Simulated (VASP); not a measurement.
Input of a VASP 6.6.1 run:

File INCAR:

```
SYSTEM = WSe2
PREC     = Accurate       ! precision mode
ENCUT    = 520            ! plane-wave cutoff, eV
EDIFF    = 1E-6           ! SCF threshold, eV
ISMEAR   = 0              ! smearing method
SIGMA    = 0.05           ! smearing width, eV
LREAL    = .FALSE.        ! projectors in reciprocal space
LASPH    = .TRUE.         ! aspherical terms in the spheres
NELM     = 80             ! most SCF steps
ALGO     = Normal         ! electronic algorithm
ISIF     = 2              ! what is computed and relaxed
LWAVE    = .FALSE.        ! write WAVECAR
LCHARG   = .FALSE.        ! write CHGCAR
LDIPOL   = .TRUE.       
IDIPOL   = 3            
DIPOL    = 0.5 0.5 0.401
GGA      = PE             ! functional
IVDW     = 12             ! dispersion correction
NBANDS   = 35             ! bands
```

The input KPOINTS:

```
Automatic mesh
0
G
  9 9 1
  0 0 0
```

POSCAR

```
WSe2
1.0
    3.2854929596      0.0000000000      0.0000000000
   -1.6427464798      2.8453203669      0.0000000000
    0.0000000000      0.0000000000     24.2386467078
Se W
4 2
Direct
    0.3333333333      0.6666666667      0.1856539292
    0.3333333333      0.6666666667      0.3246601780
    0.5000000000      1.3333333333      0.4777215285
    0.5000000000      1.3333333333      0.6167277773
    0.6666666667      0.3333333333      0.2551570536
    0.8333333333      1.0000000000      0.5472246529
```

Potentials or basis: VASP PAW PBE potentials, release 64 (Se, W_sv).

Command:

```sh
$ cat potpaw_PBE.64/Se/POTCAR potpaw_PBE.64/W_sv/POTCAR > POTCAR
$ mpirun -np 1 vasp_std > vasp.out
```

(1) What does it give for the largest force?

(2) Predict the band gap on the k mesh.

(3) What does it give for the dispersion energy per atom?

Answers

(1) 0.133 eV/Å.

(2) 1.57 eV (least direct gap 1.66 eV).

(3) -0.381 eV.

Caveat: the cell differs from its parent crystal (layers slid over each other); spin-orbit coupling is left out, which moves the levels of the heavy elements.
